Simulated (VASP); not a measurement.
# Fe (Fm-3m) in VASP: further runs

Runs on Fe. Level: PBE. Tasks: single point.

All numbers are computed with VASP 6.6.1; they aren't measurements. Logs are shortened: lines on timing, memory, paths and dates and some standing lists are left out, and cuts for length are marked.

### Step 1. The cell of the first run

It takes space group Fm-3m (No. 225, cubic). The conventional cell has a = 3.490 Å, b = 3.490 Å, c = 3.490 Å, α = 90.00°, β = 90.00°, γ = 90.00°. Fe (site symmetry m-3m) has 12 Fe at 2.47 Å within 3.3 Å.

This isn't the form of Fe at room conditions, which is bcc.

### Step 2. Single point, PBE, collinear spin, ferromagnetic start (10.63 Å³/atom)

File INCAR:

```
  PREC = Accurate
  ENCUT = 520
  EDIFF = 1E-6
  ISMEAR = -1
  SIGMA = 0.05
  LREAL = False
  LASPH = True
  NELM = 150
  ALGO = Normal
  ISIF = 2
  LWAVE = False
  LCHARG = False
  ISPIN = 2
  MAGMOM = 2.618
  LORBIT = 11
  LMAXMIX = 4
  GGA = PE
  NBANDS = 14
```

File KPOINTS:

```
regular mesh
0
Gamma
  17 17 17
```

File POSCAR:

```
Fe
1.0
    0.0000000000      1.7449007164      1.7449007164
    1.7449007164      0.0000000000      1.7449007164
    1.7449007164      1.7449007164      0.0000000000
Fe
1
Direct
    0.0000000000      0.0000000000      0.0000000000
```

Potentials or basis: VASP PAW PBE potentials, release 64 (Fe).

Launch:

```bash
$ cat potpaw_PBE.64/Fe/POTCAR > POTCAR
$ mpirun -np 1 vasp_std > vasp.out
```

OUTCAR:

```text
PREC = Accurate
   ENCUT = 520
   EDIFF = 1E-6
   ISMEAR = -1
   LREAL = False
   LASPH = True
   NELM = 150
   ISIF = 2
   ISPIN = 2
   LORBIT = 11
   GGA = PE

 ion  position               nearest neighbor table
   1  0.000  0.000  0.000-

  LATTYP: Found a face centered cubic cell.
 ALAT       =     3.4898014328

  Lattice vectors:

 A1 = (   0.0000000000,   1.7449007164,   1.7449007164)
 A2 = (   1.7449007164,   0.0000000000,   1.7449007164)
 A3 = (   1.7449007164,   1.7449007164,   0.0000000000)

Analysis of symmetry for initial positions (statically):
=====================================================================
 Subroutine PRICEL returns:
 Original cell was already a primitive cell.

 Routine SETGRP: Setting up the symmetry group for a
 face centered cubic supercell.

 Subroutine GETGRP returns: Found 48 space group operations
 (whereof 48 operations were pure point group operations)
 out of a pool of 48 trial point group operations.

The static configuration has the point symmetry O_h .

Analysis of symmetry for dynamics (positions and initial velocities):
=====================================================================
 Subroutine PRICEL returns:
 Original cell was already a primitive cell.

 Routine SETGRP: Setting up the symmetry group for a
 face centered cubic supercell.

 Subroutine GETGRP returns: Found 48 space group operations
 (whereof 48 operations were pure point group operations)
 out of a pool of 48 trial point group operations.

The dynamic configuration has the point symmetry O_h .

Analysis of structural, dynamic, and magnetic symmetry:
=====================================================================
 Subroutine PRICEL returns:
 Original cell was already a primitive cell.

 Routine SETGRP: Setting up the symmetry group for a
 face centered cubic supercell.

 Subroutine GETGRP returns: Found 48 space group operations
 (whereof 48 operations were pure point group operations)
 out of a pool of 48 trial point group operations.

The overall configuration has the point symmetry O_h .

 Subroutine INISYM returns: Found 48 space group operations
 (whereof 48 operations are pure point group operations),
 and found     1 'primitive' translations

----------------------------------------------------------------------------------------

                                     Primitive cell

  volume of cell :      10.6253

  direct lattice vectors                    reciprocal lattice vectors
     0.000000000  1.744900716  1.744900716    -0.286549255  0.286549255  0.286549255
     1.744900716  0.000000000  1.744900716     0.286549255 -0.286549255  0.286549255
     1.744900716  1.744900716  0.000000000     0.286549255  0.286549255 -0.286549255

  length of vectors
     2.467662258  2.467662258  2.467662258     0.496317868  0.496317868  0.496317868

  position of ions in fractional coordinates (direct lattice)
     0.000000000  0.000000000  0.000000000

  ion indices of the primitive-cell ions
   primitive index   ion index
                 1           1

----------------------------------------------------------------------------------------

 KPOINTS: regular mesh

Automatic generation of k-mesh.
 Grid dimensions read from file:
 generate k-points for:   17   17   17

 Generating k-lattice:

  Cartesian coordinates                     Fractional coordinates (reciprocal lattice)
    -0.016855839  0.016855839  0.016855839     0.058823529  0.000000000  0.000000000
     0.016855839 -0.016855839  0.016855839     0.000000000  0.058823529  0.000000000
     0.016855839  0.016855839 -0.016855839     0.000000000  0.000000000  0.058823529

  Length of vectors
     0.029195169  0.029195169  0.029195169

  Shift w.r.t. Gamma in fractional coordinates (k-lattice)
     0.000000000  0.000000000  0.000000000

 Subroutine IBZKPT returns following result:
 ===========================================

 Found    165 irreducible k-points:

 Following reciprocal coordinates:
            Coordinates               Weight
  0.000000  0.000000  0.000000      1.000000
  0.058824  0.000000  0.000000      8.000000
  0.117647  0.000000  0.000000      8.000000
  0.176471  0.000000  0.000000      8.000000
  0.235294  0.000000  0.000000      8.000000
  0.294118  0.000000  0.000000      8.000000
[... 16 lines left out ...]
 -0.176471  0.058824  0.000000     24.000000
 -0.117647  0.058824  0.000000     24.000000
 [... further k-points ...]
   k-points           NKPTS =    165   k-points in BZ     NKDIM =    165   number of bands    NBANDS=     14
   number of dos      NEDOS =    301   number of ions     NIONS =      1
   total plane-waves  NPLWV =   5832
   dimension x,y,z NGX =    18 NGY =   18 NGZ =   18
   dimension x,y,z NGXF=    36 NGYF=   36 NGZF=   36
   ions per type =               1
   NGX,Y,Z   is equivalent  to a cutoff of  12.13, 12.13, 12.13 a.u.
   NGXF,Y,Z  is equivalent  to a cutoff of  24.25, 24.25, 24.25 a.u.
 SYSTEM =  unknown system
   PREC   = accura    normal or accurate (medium, high low for compatibility)
   ISTART =      0    job   : 0-new  1-cont  2-samecut
   ICHARG =      2    charge: 1-file 2-atom 10-const
   ISPIN  =      2    spin polarized calculation?
   LNONCOLLINEAR =      F non collinear calculations
   LSORBIT =      F    spin-orbit coupling
   LASPH  =      T    aspherical Exc in radial PAW
   ENCUT  =  520.0 eV  38.22 Ry    6.18 a.u.   4.59  4.59  4.59*2*pi/ulx,y,z
   NELM   =    150;   NELMIN=  2; NELMDL= -5     # of ELM steps
   EDIFF  = 0.1E-05   stopping-criterion for ELM
   LREAL  =      F    real-space projection
   EDIFFG = 0.1E-04   stopping-criterion for IOM
   NSW    =      0    number of steps for IOM
   IBRION =     -1    ionic relax: 0-MD 1-quasi-New 2-CG
   NFREE  =      0    steps in history (QN), initial steepest desc. (CG)
   ISIF   =      2    stress and relaxation
   ISYM   =      2    0-nonsym 1-usesym 2-fastsym
   POTIM  = 0.5000    time-step for ionic-motion
   TEBEG  =    0.0;   TEEND  =   0.0 temperature during run
   PSTRESS=    0.0 pullay stress
   NELECT =       8.0000    total number of electrons
   NUPDOWN=      -1.0000    fix difference up-down
   EMIN   =  10.00;   EMAX   =-10.00  energy-range for DOS
   EFERMI =   0.00;   METHOD = LEGACY
   ISMEAR =    -1;   SIGMA  =   0.05  broadening in eV -4-tet -1-fermi 0-gaus
   EFERMI_NEDOS =   21; number of points for ismear=-14 and -15
   IALGO  =     38    algorithm
   IMIX   =      4    mixing-type and parameters
     AMIX     =   0.40;   BMIX     =  1.00
     AMIX_MAG =   1.60;   BMIX_MAG =  1.00
  volume/ion in A,a.u.               =      10.63        71.70
  Fermi-wavevector in a.u.,A,eV,Ry     =   1.489329  2.814425 30.179112  2.218102
  Thomas-Fermi vector in A             =   2.602252
   LORBIT       =     11    0 simple, 1 ext, 2 COOP (PROOUT), +10 PAW based schemes
   GGA     = PE    functional components
   LHFCALC =     F    Hartree Fock is set to
   AEXX    =    0.0000 exact exchange contribution
   IVDW    =     0    specifies the selected vdW correction
   LEPSILON=     F    determine dielectric tensor
   LRPA    =     F    only Hartree local field effects (RPA)
 spin polarized calculation
  energy-cutoff  :      520.00
  volume of cell :       10.63
 maximum number of plane-waves:       298
   NGX =  9   NGY =  9   NGZ =  9

 number of electron       8.0000000 magnetization       1.0396535

 Free energy of the ion-electron system (eV)
  ---------------------------------------------------
  ext. energy  EPLUGINS =         0.00000000
  ---------------------------------------------------
  free energy    TOTEN  =        -8.10135900 eV

  energy without entropy =       -8.08979924  energy(sigma->0) =       -8.09557912

 E-fermi :   6.5142     XC(G=0): -13.5351

 val. band max:        6.5137793063   @ k =   0.4706   0.3529   0.0000
 cond. band min:       6.5182458615   @ k =   0.2353   0.1765   0.0000
 fundamental gap:      0.0044665552
 Fermi energy:         6.5142433466

 spin component 1

 k-point     1 :       0.0000    0.0000    0.0000
  band No.  band energies     occupation
      1      -2.2788      1.00000
      2       4.5713      1.00000
      3       4.5713      1.00000
      4       4.5713      1.00000
      5       5.6163      1.00000
      6       5.6163      1.00000
      7      29.4852      0.00000
      8      34.5017      0.00000
      9      34.5017      0.00000
     10      34.5017      0.00000
     11      37.9296      0.00000
     12      37.9296      0.00000
     13      37.9296      0.00000
     14      39.8886      0.00000

 k-point     2 :       0.0588    0.0000    0.0000
  band No.  band energies     occupation
      1      -2.1356      1.00000
      2       4.5211      1.00000
      3       4.6113      1.00000
      4       4.6113      1.00000
      5       5.5983      1.00000
      6       5.5983      1.00000
      7      29.2951      0.00000
      8      32.8723      0.00000
      9      34.3179      0.00000
     10      34.3179      0.00000
     11      38.2330      0.00000
     12      38.2330      0.00000
     13      38.4739      0.00000
     14      41.2708      0.00000
[... 343 lines left out ...]
      1      -0.6763      1.00000
      2       4.1100      1.00000
      3       4.7590      1.00000
      4       4.8286      1.00000
      5       5.4711      1.00000
      6       5.8846      1.00000
      7      24.8224      0.00000
      8      29.1492      0.00000
      9      32.8196      0.00000
     10      35.1130      0.00000
     11      36.8713      0.00000
     12      38.0895      0.00000
     13      41.8367      0.00000
     14      42.5400      0.00000

 k-point    24 :      -0.1176    0.0588    0.0000
  band No.  band energies     occupation
      1      -1.3991      1.00000
      2       4.2731      1.00000
      3       4.7661      1.00000
      4       4.7838      1.00000
      5       5.4266      1.00000
      6       5.7051      1.00000
      7      27.4303      0.00000
      8      29.8153      0.00000
      9      33.0774      0.00000
     10      35.1945      0.00000
     11      37.1265      0.00000
     12      38.3419      0.00000
     13      41.4572      0.00000
     14      42.8869      0.00000

 [... further k-points ...]

 spin component 2

 k-point     1 :       0.0000    0.0000    0.0000
  band No.  band energies     occupation
      1      -2.1686      1.00000
      2       5.2784      1.00000
      3       5.2785      1.00000
      4       5.2785      1.00000
      5       7.2306      0.00000
      6       7.2306      0.00000
      7      29.3173      0.00000
      8      34.7848      0.00000
      9      34.7848      0.00000
     10      34.7848      0.00000
     11      38.1459      0.00000
     12      38.1459      0.00000
     13      38.1459      0.00000
     14      39.5449      0.00000

 k-point     2 :       0.0588    0.0000    0.0000
  band No.  band energies     occupation
      1      -2.0250      1.00000
      2       5.2227      1.00000
      3       5.3205      1.00000
      4       5.3205      1.00000
      5       7.2090      0.00000
      6       7.2090      0.00000
      7      29.1658      0.00000
      8      33.0831      0.00000
      9      34.6085      0.00000
     10      34.6085      0.00000
     11      38.4383      0.00000
     12      38.4383      0.00000
     13      38.5236      0.00000
     14      41.1425      0.00000
[... 343 lines left out ...]
      1      -0.5539      1.00000
      2       4.7555      1.00000
      3       5.6195      1.00000
      4       5.6518      1.00000
      5       6.9429      0.00019
      6       7.3386      0.00000
      7      25.0605      0.00000
      8      29.2195      0.00000
      9      33.0001      0.00000
     10      35.4240      0.00000
     11      36.9098      0.00000
     12      38.3143      0.00000
     13      41.9121      0.00000
     14      43.0474      0.00000

 k-point    24 :      -0.1176    0.0588    0.0000
  band No.  band energies     occupation
      1      -1.2850      1.00000
      2       4.9480      1.00000
      3       5.5107      1.00000
      4       5.5262      1.00000
      5       7.0023      0.00006
      6       7.2653      0.00000
      7      27.5536      0.00000
      8      29.9260      0.00000
      9      33.2787      0.00000
     10      35.4921      0.00000
     11      37.1461      0.00000
     12      38.5402      0.00000
     13      41.5355      0.00000
     14      43.4070      0.00000

 [... further k-points ...]

------------------------ aborting loop because EDIFF is reached ----------------------------------------

  FORCE on cell =-STRESS in cart. coord.  units (eV):
  Direction    XX          YY          ZZ          XY          YZ          ZX
  --------------------------------------------------------------------------------------
  -------------------------------------------------------------------------------------
  Total       -0.1306637     -0.1306637     -0.1306637     -0.0000000      0.0000000     -0.0000000
  in kB      -19.7025944    -19.7025944    -19.7025944     -0.0000000      0.0000000     -0.0000000
  external PRESSURE =     -19.7025944 kB  Pullay stress =       0.0000000 kB

 VOLUME and BASIS-vectors are now :
 -----------------------------------------------------------------------------
  energy-cutoff  :      520.00
  volume of cell :       10.63
      direct lattice vectors                 reciprocal lattice vectors
     0.000000000  1.744900716  1.744900716    -0.286549255  0.286549255  0.286549255
     1.744900716  0.000000000  1.744900716     0.286549255 -0.286549255  0.286549255
     1.744900716  1.744900716  0.000000000     0.286549255  0.286549255 -0.286549255

 POSITION                                       TOTAL-FORCE (eV/Angst)
 -----------------------------------------------------------------------------------
      0.00000      0.00000      0.00000         0.000000      0.000000      0.000000
 -----------------------------------------------------------------------------------
    total drift:                                0.000000     -0.000000      0.000000

  FREE ENERGIE OF THE ION-ELECTRON SYSTEM (eV)
  ---------------------------------------------------
  free  energy   TOTEN  =        -8.1013590014 eV

  energy  without entropy=       -8.0897992439  energy(sigma->0) =       -8.09557912

 total charge

# of ion       s       p       d       tot
------------------------------------------
    1        0.519   0.598   6.294   7.410

 magnetization (x)

# of ion       s       p       d       tot
------------------------------------------
    1       -0.006  -0.020   1.055   1.030
```

Wall time 44 s (1 thread of Intel Xeon Platinum 8488C (Sapphire Rapids), shared host); peak memory 0.15 GiB.

What came out:

```yaml
Free_energy: -8.1014 eV
Pressure: -2.0 GPa
Net_moment: 1.04 μB per cell
Site_moments: Fe +1.03 μB
Valence_electrons_inside_the_program's_atomic_spheres: Fe 7.41
```

(Continued in part 2 of 2.)
